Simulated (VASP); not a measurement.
Runs of VASP 6.6.1 on Ni3Ge. The structure is that of space group Pm-3m (No. 221), or close to it. The cells are those of the table. 

| spin | fixed moment (μB) | cell | pressure (GPa) | moment (μB) |
| --- | --- | --- | --- | --- |
| collinear | 0.375 | a = 3.623 Å, 4 atoms | -19.8 | 0.38 |
| collinear, ferromagnetic start | 1.875 | a = 3.417 Å, 4 atoms | (a) | 1.87 |
| collinear, ferromagnetic start | 2.25 | a = 3.265 Å, 4 atoms | 85.2 | 2.25 |
| collinear, ferromagnetic start | 1.125 | a = 3.557 Å, 4 atoms | -10.1 | 1.12 |
| collinear, ferromagnetic start | 0.75 | a = 3.557 Å, 4 atoms | -10.9 | 0.75 |
| collinear, ferromagnetic start | 1.125 | a = 3.489 Å, 4 atoms | 2.1 | 1.12 |
| collinear, ferromagnetic start | 1.5 | a = 3.489 Å, 4 atoms | (b) | 1.50 |
| collinear, ferromagnetic start | 2.25 | a = 3.489 Å, 4 atoms | (c) | 2.25 |

Alike in all rows: task single point; level LDA; potentials or basis VASP PAW LDA potentials, release 64 (Ni, Ge_d); k mesh 12 × 12 × 12; cutoff (eV) 520; smearing gaussian 0.15 eV.

Estimate the missing entries.

(a) 21.9; (b) 3.1; (c) 5.8.

Caveats: the total moment is fixed, so each spin has its own Fermi level and the state may be an excited one; the cell stands under pressure (at least some runs); the cell stands under tension (at least some runs).
